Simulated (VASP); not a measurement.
Write the native input for VASP 6.6.1 that does the following.

```yaml
Task: single point
Functional: PBE
Potentials_or_basis: VASP PAW PBE potentials, release 64 (Ta_pv, Tl_d)
Cutoff: 520 eV
k_mesh: 7 × 7 × 7
Occupations: fermi-dirac, width 0.05 eV
Spin: no spin polarisation
Dipole_correction: no
Further_INCAR_settings: ALGO = Normal; EDIFF = 1e-07; NBANDS = 19
```

The structure of TaTl lies in POSCAR:

```
TaTl
1.0
    3.3962877325      0.0000000000      0.0000000000
    0.0000000000      3.3962877325      0.0000000000
    0.0000000000      0.0000000000      3.3962877325
Ta Tl
1 1
Direct
    0.0000000000      0.0000000000      0.0000000000
    0.5000000000      0.5000000000      0.5000000000
```

One way to write it, as run:

INCAR

```
PREC = Accurate
ENCUT = 520
EDIFF = 1E-7
ISMEAR = -1
SIGMA = 0.05
LREAL = F
LASPH = T
NELM = 100
ALGO = Normal
ISIF = 2
LWAVE = F
LCHARG = F
GGA = PE
NBANDS = 19
```

KPOINTS

```
regular mesh
0
Gamma
  7 7 7
```

Potentials or basis: VASP PAW PBE potentials, release 64 (Ta_pv, Tl_d).

The run is started by

```console
$ cat potpaw_PBE.64/Ta_pv/POTCAR potpaw_PBE.64/Tl_d/POTCAR > POTCAR
$ mpirun -np 1 vasp_std > vasp.out
```

It gave:

```json
{"Pressure": "5.0 GPa", "Band gap on the k mesh": "zero (bands 12 and 13 overlap by 2.84 eV)"}
```

Caveat: the cell stands under pressure; spin-orbit coupling is left out, which moves the levels of the heavy elements.

Run time: 17 s on 1 thread of Intel Xeon 8259CL, on a shared host, peak memory 0.16 GiB.
